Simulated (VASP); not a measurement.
A run of VASP 6.6.1 is set up as follows.

The input INCAR:

```
SYSTEM = MgB2
ALGO = Normal ; EDIFF = 1E-8
ENCUT = 520 ; GGA = CA
ISIF = 2 ; ISMEAR = -1
LASPH = .TRUE. ; LCHARG = .FALSE.
LEFG = .TRUE. ; LREAL = .FALSE.
LWAVE = .FALSE. ; NBANDS = 11
NELM = 60 ; PREC = Accurate
SIGMA = 0.05
```

KPOINTS

```
k-points
0
G
  15 15 12
  0 0 0
```

POSCAR

```
MgB2
1.0
    3.0746829003      0.0000000000      0.0000000000
   -1.5373414502      2.6627535003      0.0000000000
    0.0000000000      0.0000000000      3.5112173033
Mg B
1 2
Direct
    0.0000000000      0.0000000000      0.0000000000
    0.3333333333      0.6666666667      0.5000000000
    0.6666666667      0.3333333333      0.5000000000
```

Potentials or basis: VASP PAW LDA potentials, release 64 (Mg, B).

Command:

```bash
$ cat potpaw_LDA.64/Mg/POTCAR potpaw_LDA.64/B/POTCAR > POTCAR
$ mpirun -np 1 vasp_std > vasp.out
```

**Question.** Predict the pressure.

**Answer.** -6.8 GPa.

**Question.** Predict the band gap on the k mesh.

**Answer.** Zero (band 4 reaches 7.09 eV, above the bottom of band 5 at 3.27 eV).

Stress tensor (GPa, compression positive):
```
-7.42  0.00  0.00
 0.00 -7.42  0.00
 0.00  0.00 -5.56
```

Caveat: without QUAD_EFG the Cq values of the log hold for a quadrupole moment of 1 mb, not for the nuclei.
